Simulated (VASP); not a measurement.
# Nd3Si2I (P-62m) in VASP: relaxation of cell and atoms with PBE

Aim: the relaxation of cell and atoms of Nd3Si2I with PBE.

Everything below comes from runs of VASP 6.6.1. Logs are shortened: lines on timing, memory, paths and dates and some standing lists are left out, and cuts for length are marked.

## 1. The cell of the first run

The structure is hexagonal, space group P-62m (No. 189). The conventional cell has a = 6.356 Å, b = 6.356 Å, c = 4.818 Å, α = 90.00°, β = 90.00°, γ = 120.00°. Nd (site symmetry m2m) has 2 Si at 2.08 Å and 1 I at 2.19 Å within 2.8 Å. Within 2.8 Å of Si (site symmetry -6) lie 3 Nd at 2.08 Å. I (site symmetry -62m) has 3 Nd at 2.19 Å within 2.9 Å.

The cell was generated, and may not be a known phase.

## 2. Relaxation of cell and atoms, PBE

File INCAR:

```
SYSTEM = Nd3Si2I
PREC = Accurate
ENCUT = 500
EDIFF = 1E-7
ISMEAR = 0
SIGMA = 0.15
LREAL = .False.
LASPH = .True.
NELM = 200
ALGO = Normal
ISIF = 3
LWAVE = .False.
LCHARG = .False.
GGA = PE
IBRION = 2
NSW = 36
EDIFFG = -0.08
GGA_COMPAT = .False.
NELMIN = 4
LMAXMIX = 6
```

File KPOINTS:

```
regular mesh
0
Gamma
  2 2 3
  0 0 0
```

File POSCAR:

```
Nd3Si2I
1.0
    6.3559384900      0.0000000000      0.0000000000
   -3.1779692500      5.5044042000      0.0000000000
    0.0000000000      0.0000000000      4.8182232700
Nd Si I
3 2 1
Direct
    0.3452832500      0.0000000000      0.5000000000
    0.0000000000      0.3452832500      0.5000000000
    0.6547167500      0.6547167500      0.5000000000
    0.3333333300      0.6666666700      0.5000000000
    0.6666666700      0.3333333300      0.5000000000
    0.0000000000      0.0000000000      0.5000000000
```

Potentials or basis: VASP PAW PBE potentials, release 64 (Nd_3, Si, I), 4f in core.

Started as:

```
cat potpaw_PBE.64/Nd_3/POTCAR potpaw_PBE.64/Si/POTCAR potpaw_PBE.64/I/POTCAR > POTCAR
mpirun -np 1 vasp_std > vasp.out
```

OUTCAR:

```text
SYSTEM = Nd3Si2I
   PREC = Accurate
   ENCUT = 500
   EDIFF = 1E-7
   ISMEAR = 0
   LREAL = .False.
   LASPH = .True.
   NELM = 200
   ISIF = 3
   GGA = PE
   IBRION = 2
   NSW = 36
   EDIFFG = -0.08
   NELMIN = 4

 ion  position               nearest neighbor table
   1  0.345  0.000  0.500-   4 2.08   5 2.08   6 2.19   2 3.61   2 3.61   3 3.61   3 3.61   3 3.80
                             2 3.80
   2  0.000  0.345  0.500-   5 2.08   4 2.08   6 2.19   1 3.61   3 3.61   1 3.61   3 3.61   3 3.80
                             1 3.80
   3  0.655  0.655  0.500-   4 2.08   5 2.08   6 2.19   2 3.61   2 3.61   1 3.61   1 3.61   1 3.80
                             2 3.80
   4  0.333  0.667  0.500-   1 2.08   2 2.08   3 2.08
   5  0.667  0.333  0.500-   2 2.08   1 2.08   3 2.08
   6  0.000  0.000  0.500-   3 2.19   1 2.19   2 2.19

  LATTYP: Found a hexagonal cell.
 ALAT       =     6.3559384900
 C/A-ratio  =     0.7580663780

  Lattice vectors:

 A1 = (   6.3559384900,   0.0000000000,   0.0000000000)
 A2 = (  -3.1779692500,   5.5044042000,   0.0000000000)
 A3 = (   0.0000000000,   0.0000000000,   4.8182232700)

Analysis of symmetry for initial positions (statically):
=====================================================================
 Subroutine PRICEL returns:
 Original cell was already a primitive cell.

 Routine SETGRP: Setting up the symmetry group for a
 hexagonal supercell.

 Subroutine GETGRP returns: Found 12 space group operations
 (whereof 12 operations were pure point group operations)
 out of a pool of 24 trial point group operations.

The static configuration has the point symmetry D_3h.

Analysis of symmetry for dynamics (positions and initial velocities):
=====================================================================
 Subroutine PRICEL returns:
 Original cell was already a primitive cell.

 Routine SETGRP: Setting up the symmetry group for a
 hexagonal supercell.

 Subroutine GETGRP returns: Found 12 space group operations
 (whereof 12 operations were pure point group operations)
 out of a pool of 24 trial point group operations.

The dynamic configuration has the point symmetry D_3h.

 Subroutine INISYM returns: Found 12 space group operations
 (whereof 12 operations are pure point group operations),
 and found     1 'primitive' translations

----------------------------------------------------------------------------------------

                                     Primitive cell

  volume of cell :     168.5687

  direct lattice vectors                    reciprocal lattice vectors
     6.355938490  0.000000000  0.000000000     0.157333178  0.090836353  0.000000000
    -3.177969250  5.504404200  0.000000000     0.000000000  0.181672705  0.000000000
     0.000000000  0.000000000  4.818223270     0.000000000  0.000000000  0.207545384

  length of vectors
     6.355938490  6.355938495  4.818223270     0.181672705  0.181672705  0.207545384

  position of ions in fractional coordinates (direct lattice)
     0.345283250  0.000000000  0.500000000
     0.000000000  0.345283250  0.500000000
     0.654716750  0.654716750  0.500000000
     0.333333330  0.666666670  0.500000000
     0.666666670  0.333333330  0.500000000
     0.000000000  0.000000000  0.500000000

  ion indices of the primitive-cell ions
   primitive index   ion index
                 1           1
                 2           2
                 3           3
                 4           4
                 5           5
                 6           6

----------------------------------------------------------------------------------------

 KPOINTS: regular mesh

Automatic generation of k-mesh.
 Grid dimensions read from file:
 generate k-points for:    2    2    3

 Generating k-lattice:

  Cartesian coordinates                     Fractional coordinates (reciprocal lattice)
     0.078666589  0.045418176  0.000000000     0.500000000  0.000000000  0.000000000
     0.000000000  0.090836352  0.000000000     0.000000000  0.500000000  0.000000000
     0.000000000  0.000000000  0.069181795     0.000000000  0.000000000  0.333333333

  Length of vectors
     0.090836353  0.090836352  0.069181795

  Shift w.r.t. Gamma in fractional coordinates (k-lattice)
     0.000000000  0.000000000  0.000000000

 Subroutine IBZKPT returns following result:
 ===========================================

 Found      4 irreducible k-points:

 Following reciprocal coordinates:
            Coordinates               Weight
  0.000000  0.000000  0.000000      1.000000
  0.500000  0.000000  0.000000      3.000000
  0.000000  0.000000  0.333333      2.000000
  0.500000  0.000000  0.333333      6.000000
   k-points           NKPTS =      4   k-points in BZ     NKDIM =      4   number of bands    NBANDS=     28
   number of dos      NEDOS =    301   number of ions     NIONS =      6
   total plane-waves  NPLWV =  82944
   dimension x,y,z NGX =    48 NGY =   48 NGZ =   36
   dimension x,y,z NGXF=    96 NGYF=   96 NGZF=   72
   ions per type =               3   2   1
   NGX,Y,Z   is equivalent  to a cutoff of  12.55, 12.55, 12.42 a.u.
   NGXF,Y,Z  is equivalent  to a cutoff of  25.11, 25.11, 24.84 a.u.
 SYSTEM =  Nd3Si2I
   PREC   = accura    normal or accurate (medium, high low for compatibility)
   ISTART =      0    job   : 0-new  1-cont  2-samecut
   ICHARG =      2    charge: 1-file 2-atom 10-const
   ISPIN  =      1    spin polarized calculation?
   LNONCOLLINEAR =      F non collinear calculations
   LSORBIT =      F    spin-orbit coupling
   LASPH  =      T    aspherical Exc in radial PAW
   ENCUT  =  500.0 eV  36.75 Ry    6.06 a.u.  11.59 11.59  8.78*2*pi/ulx,y,z
   NELM   =    200;   NELMIN=  4; NELMDL= -5     # of ELM steps
   EDIFF  = 0.1E-06   stopping-criterion for ELM
   LREAL  =      F    real-space projection
   EDIFFG = -.8E-01   stopping-criterion for IOM
   NSW    =     36    number of steps for IOM
   IBRION =      2    ionic relax: 0-MD 1-quasi-New 2-CG
   NFREE  =      1    steps in history (QN), initial steepest desc. (CG)
   ISIF   =      3    stress and relaxation
   ISYM   =      2    0-nonsym 1-usesym 2-fastsym
   POTIM  = 0.5000    time-step for ionic-motion
   TEBEG  =    0.0;   TEEND  =   0.0 temperature during run
   PSTRESS=    0.0 pullay stress
   NELECT =      48.0000    total number of electrons
   NUPDOWN=      -1.0000    fix difference up-down
   EMIN   =  10.00;   EMAX   =-10.00  energy-range for DOS
   EFERMI =   0.00;   METHOD = LEGACY
   ISMEAR =     0;   SIGMA  =   0.15  broadening in eV -4-tet -1-fermi 0-gaus
   EFERMI_NEDOS =   21; number of points for ismear=-14 and -15
   IALGO  =     38    algorithm
   IMIX   =      4    mixing-type and parameters
     AMIX     =   0.40;   BMIX     =  1.00
     AMIX_MAG =   1.60;   BMIX_MAG =  1.00
  volume/ion in A,a.u.               =      28.09       189.59
  Fermi-wavevector in a.u.,A,eV,Ry     =   1.077034  2.035300 15.782802  1.160003
  Thomas-Fermi vector in A             =   2.212935
   LORBIT       =      0    0 simple, 1 ext, 2 COOP (PROOUT), +10 PAW based schemes
   GGA     = PE    functional components
   LHFCALC =     F    Hartree Fock is set to
   AEXX    =    0.0000 exact exchange contribution
   IVDW    =     0    specifies the selected vdW correction
   LEPSILON=     F    determine dielectric tensor
   LRPA    =     F    only Hartree local field effects (RPA)
 conjugate gradient relaxation of ions
 non-spin polarized calculation
 Gauss-broadening in eV      SIGMA  =   0.15
  energy-cutoff  :      500.00
  volume of cell :      168.57
 maximum number of plane-waves:      4296
 NGX is ok and might be reduce to    48
   NGX = 23   NGY = 23   NGZ = 17

--------------------------------------- Ionic step        1  -------------------------------------------

 number of electron      48.0000002 magnetization

 Free energy of the ion-electron system (eV)
  ---------------------------------------------------
  ext. energy  EPLUGINS =         0.00000000
  ---------------------------------------------------
  free energy    TOTEN  =         9.50665352 eV

  energy without entropy =        9.57813599  energy(sigma->0) =        9.54239475

 E-fermi :   4.1544     XC(G=0):  -8.9913

 val. band max:        4.0883874538   @ k =   0.5000   0.0000   0.0000
 cond. band min:       4.1575875838   @ k =   0.0000   0.0000   0.0000
 fundamental gap:      0.0692001300
 Fermi energy:         4.1543767226

 k-point     1 :       0.0000    0.0000    0.0000
  band No.  band energies     occupation
      1     -33.5547      2.00000
      2     -33.3300      2.00000
      3     -33.3300      2.00000
      4     -18.0868      2.00000
      5     -16.3632      2.00000
      6     -16.3632      2.00000
[... 226 lines left out ...]
  FREE ENERGIE OF THE ION-ELECTRON SYSTEM (eV)
  ---------------------------------------------------
  free  energy   TOTEN  =       -14.6729660810 eV

  energy  without entropy=      -14.5780505507  energy(sigma->0) =      -14.62550832

 E-fermi :  -1.0760     XC(G=0):  -5.3491

 val. band max:       -1.0932222126   @ k =   0.0000   0.0000   0.3333
 cond. band min:      -0.4666749597   @ k =   0.0000   0.0000   0.3333
 fundamental gap:      0.6265472529
 Fermi energy:        -1.0759953072

 k-point     1 :       0.0000    0.0000    0.0000
  band No.  band energies     occupation
      1     -41.0717      2.00000
      2     -41.0717      2.00000
      3     -41.0716      2.00000
      4     -22.2422      2.00000
      5     -22.2422      2.00000
      6     -22.2422      2.00000
[... 113 lines left out ...]
     27      -0.4117      0.00000
     28      -0.2667      0.00000

[... ionic steps 4 to 20 ...]

--------------------------------------- Ionic step       21  -------------------------------------------

 number of electron      48.0000000 magnetization

------------------------ aborting loop because EDIFF is reached ----------------------------------------

  FORCE on cell =-STRESS in cart. coord.  units (eV):
  Direction    XX          YY          ZZ          XY          YZ          ZX
  --------------------------------------------------------------------------------------
  -------------------------------------------------------------------------------------
  Total        0.4706777      0.4706777     -0.5929128     -0.0000000     -0.0000000     -0.0000000
  in kB        3.1459366      3.1459366     -3.9629366     -0.0000000     -0.0000000     -0.0000000
  external PRESSURE =       0.7763122 kB  Pullay stress =       0.0000000 kB
[... 65 lines left out ...]
  energy  without entropy=      -25.7332467466  energy(sigma->0) =      -25.76008677

--------------------------------------- Ionic step       23  -------------------------------------------

 number of electron      48.0000001 magnetization

 Free energy of the ion-electron system (eV)
  ---------------------------------------------------
  ext. energy  EPLUGINS =         0.00000000
  ---------------------------------------------------
  free energy    TOTEN  =       -25.82090004 eV

  energy without entropy =      -25.76743070  energy(sigma->0) =      -25.79416537

 E-fermi :   2.3126     XC(G=0):  -8.1540

 val. band max:        2.1361985015   @ k =   0.0000   0.0000   0.3333
 cond. band min:       2.3430066551   @ k =   0.5000   0.0000   0.3333
 fundamental gap:      0.2068081537
 Fermi energy:         2.3125524009

 k-point     1 :       0.0000    0.0000    0.0000
  band No.  band energies     occupation
      1     -35.6743      2.00000
      2     -35.6725      2.00000
      3     -35.6725      2.00000
      4     -16.9980      2.00000
      5     -16.9523      2.00000
      6     -16.9523      2.00000
[... 146 lines left out ...]
  FREE ENERGIE OF THE ION-ELECTRON SYSTEM (eV)
  ---------------------------------------------------
  free  energy   TOTEN  =       -25.8209000425 eV

  energy  without entropy=      -25.7674307019  energy(sigma->0) =      -25.79416537

 reached required accuracy - stopping structural energy minimisation
```

Wall time 5.4 min (1 thread of Intel Xeon 6975P-C (Granite Rapids), shared host); peak memory 0.3 GiB.

Results:

| Item | Value |
| --- | --- |
| Free energy | -25.8209 eV |
| Relaxed volume | 39.66 Å³/atom |
| Relaxed cell | a = 8.834 Å, b = 8.834 Å, c = 3.521 Å, α = 90.00°, β = 90.00°, γ = 120.00° |
| Space group after relaxing (to 0.1 Å) | P-62m (No. 189) |
| Energy gained by relaxing | 5887.9 meV/atom |
| Ionic steps | 23 |
| Pressure after relaxing | 0.1 GPa |
| Largest force after relaxing | 0.065 eV/Å |
| Band gap on the k mesh | zero (bands 24 and 25 overlap by 0.37 eV) |

Forces on the atoms (eV/Å):
```
Nd   0.065  0.000  0.000
Nd  -0.032  0.056  0.000
Nd  -0.032 -0.056  0.000
Si   0.000  0.000  0.000
Si   0.000  0.000  0.000
I    0.000  0.000  0.000
```

The path:
```
step  energy change (eV)  largest force (eV/Å)  pressure (GPa)  volume (Å³)
   1              0.0000                8.9168           86.55       168.57
   2            -20.4629                0.3362           -4.43       732.88
   3            -24.1796                0.3027           -4.38       624.05
   4            -26.7687                0.2615           -4.63       550.00
   5            -33.4214                0.7799           -1.01       332.74
   6            -33.4265                0.9162            0.21       318.33
   7            -33.5005                0.7607           -0.49       325.95
   8            -33.5029                0.7990           -0.23       322.32
   9            -33.6499                0.7328           -0.53       318.29
  10            -34.1954                0.4521           -1.50       305.71
  11            -34.8374                0.5978           -3.07       278.24
  12            -34.8964                0.6690           -2.90       273.16
  13            -34.9800                0.8435           -2.41       262.10
  14            -34.8753                1.2721           -0.79       240.56
  15            -34.9935                0.9199           -2.15       257.60
  16            -35.0570                0.8652           -1.86       255.23
  17            -35.1894                0.6820           -0.87       248.17
  18            -35.1480                0.2303            1.71       234.33
  19            -35.2244                0.5215            0.06       242.60
  20            -35.2542                0.4418            0.05       241.89
  21            -35.3131                0.2219            0.08       239.71
  22            -35.2936                0.1415            0.35       235.21
  23            -35.3276                0.0648            0.15       237.94
```

Final structure:
```yaml
crystal:
  lattice:
    - [8.83367, 0.00000, 0.00000]
    - [-4.41683, 7.65018, 0.00000]
    - [0.00000, 0.00000, 3.52098]
  atoms:
    - { symbol: Nd, position: [0.36014, 0.00000, 0.50000] }
    - { symbol: Nd, position: [0.00000, 0.36014, 0.50000] }
    - { symbol: Nd, position: [0.63986, 0.63986, 0.50000] }
    - { symbol: Si, position: [0.33333, 0.66667, 0.50000] }
    - { symbol: Si, position: [0.66667, 0.33333, 0.50000] }
    - { symbol: I, position: [0.00000, 0.00000, 0.50000] }
```

Caveat: the k points lie up to 0.59 Å⁻¹ apart in the final cell; the volume moved by over 15 % at a fixed basis, so the end points are rough; spin-orbit coupling is left out, which moves the levels of the heavy elements; the 4f electrons are frozen in the core, so they carry no moment and show no levels; the run has no spin polarisation, though such a crystal can be magnetic; the relaxation stopped at a loose force limit of 0.08 eV/Å, so its end isn't a converged minimum. Spin polarisation is off, so any magnetic state and its effect on volume and gap are missing.

The gap in the log of VASP goes by the Fermi energy; the results here count the filled bands.